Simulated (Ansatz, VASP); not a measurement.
Two plane-wave programs on ZnO

File INCAR:

```
SYSTEM = ZnO
  PREC = Accurate
  ENCUT = 600
  EDIFF = 1E-7
  ISMEAR = 0
  SIGMA = 0.1
  LREAL = .False.
  LASPH = .True.
  NELM = 100
  ALGO = Normal
  ISIF = 3
  LWAVE = .False.
  LCHARG = .False.
  GGA = PE
  IBRION = 2
  NSW = 90
  EDIFFG = -0.04
```

Contents of KPOINTS:

```
Automatic mesh
0
Gamma
  6 6 6
  0 0 0
```

File POSCAR:

```
ZnO
1.0
    1.4383389131     -3.3640537818      0.0000000000
    1.4383389131      3.3640537818      0.0000000000
    0.0000000000      0.0000000000      2.8326745806
Zn O
1 1
Direct
    0.0000000000      0.0000000000      0.0000000000
    0.5000000000      0.5000000000      0.5000000000
```

Input for Ansatz:

```yaml
crystal:
  lattice:
    - [1.4383389131, -3.3640537818, 0.0]
    - [1.4383389131, 3.3640537818, 0.0]
    - [0.0, 0.0, 2.8326745806]
  atoms:
    - { symbol: Zn, position: [0.0, 0.0, 0.0] }
    - { symbol: O, position: [0.5, 0.5, 0.5] }
basis:
  ecutwfc: 420
kpoints:
  mp_grid: { grid: [6, 6, 6] }
hamiltonian:
  xc: pbe
scf:
  occupations: { method: gaussian, width: 0.1 }
  lower_state_search: "off"
output:
  forces: true
  stress: true
  eigenvalues: true
relax:
  adjacent_minimum: "off"
  f_tol: 0.04
  max_steps: 70
  cell: { stress_tol: 0.4 }
```

Change from the starting cell: species swapped into the VPt type (Pmma, No. 51).

Alike in both runs: task relaxation of cell and atoms; functional PBE; k mesh 6 × 6 × 6; occupations gaussian, width 0.1 eV; no spin polarisation.

```csv
,VASP,Ansatz
version,VASP 6.6.1,Ansatz 0.2.0
potentials or method,"VASP PAW PBE potentials, release 64 (Zn, O), cutoff 600 eV","scalar-relativistic, plane waves, PAW"
valence electrons in the cell,18,18
```

|  | VASP | Ansatz | Ansatz less VASP |
| --- | --- | --- | --- |
| gap on the k mesh at the Fermi level, each at its own relaxed structure (eV) | none | none | - |
| relaxed volume (Å³/atom) | 13.77 | 13.71 | -0.066 |
| relaxed cell length with the largest relative difference (Å) | 2.840 | 2.833 | -0.0078 |

A gap of «none» marks a metal or a gap that the smearing closes.

The k mesh is coarse, so the values compare programs but aren't converged.
